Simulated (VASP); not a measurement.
Wanted: the native input for a VASP 6.6.1 run.

```yaml
Task: single point
Functional: r2SCAN
Potentials_or_basis: VASP PAW PBE potentials, release 64 (Li_sv, Cl)
Cutoff: 520 eV
k_mesh: 8 × 8 × 8
Occupations: gaussian, width 0.05 eV
Spin: no spin polarisation
Dipole_correction: no
Further_INCAR_settings: ALGO = Normal; EDIFF = 1e-06; NBANDS = 12
```

LiCl:

```xyz
2
Lattice="0.0000 2.5006 2.6930 2.5006 0.0000 2.6930 2.5006 2.5006 0.0000" Properties=species:S:1:pos:R:3 pbc="T T T"
Li    0.0000    0.0000    0.0000
Cl    2.5006    2.5006    2.6930
```

This cell differs from its parent crystal: strain -0.025 along x and y, +0.050 along z.

These files were run (other wordings do the same):

POSCAR

```
LiCl
1.0
    0.0000000000      2.5006410000      2.6929980000
    2.5006410000      0.0000000000      2.6929980000
    2.5006410000      2.5006410000      0.0000000000
Li Cl
1 1
Direct
    0.0000000000      0.0000000000      0.0000000000
    0.5000000000      0.5000000000      0.5000000000
```

INCAR.step1

```
SYSTEM = LiCl
PREC = Accurate ; ENCUT = 520
ISMEAR = 0 ; SIGMA = 0.05
LREAL = .False. ; LASPH = .True.
NELM = 100 ; NBANDS = 12
GGA = PE ; ALGO = Normal
EDIFF = 1E-4 ; LWAVE = .True.
LCHARG = .False.
```

INCAR.step2

```
SYSTEM = LiCl
PREC = Accurate ; ENCUT = 520
EDIFF = 1E-6 ; ISMEAR = 0
SIGMA = 0.05 ; LREAL = .False.
LASPH = .True. ; NELM = 100
ALGO = Normal ; ISIF = 2
LWAVE = .False. ; LCHARG = .False.
METAGGA = R2SCAN ; LMIXTAU = .True.
NBANDS = 12 ; ISTART = 1
```

KPOINTS

```
regular mesh
0
Gamma
  8 8 8
  0 0 0
```

Potentials or basis: VASP PAW PBE potentials, release 64 (Li_sv, Cl).

The run is started by

```bash
$ cat potpaw_PBE.64/Li_sv/POTCAR potpaw_PBE.64/Cl/POTCAR > POTCAR
$ cp INCAR.step1 INCAR
$ mpirun -np 1 vasp_std > vasp.out
$ cp INCAR.step2 INCAR
$ mpirun -np 1 vasp_std > vasp.out
```

Results of the run:

The band gap on the k mesh is 7.21 eV, direct.

Caveat: the cell differs from its parent crystal (strain -0.025 along x and y, +0.050 along z).

It took 67 s on 1 thread of Intel(R) Xeon(R) Platinum 8488C (Sapphire Rapids) (shared host), peak memory 0.16 GiB.
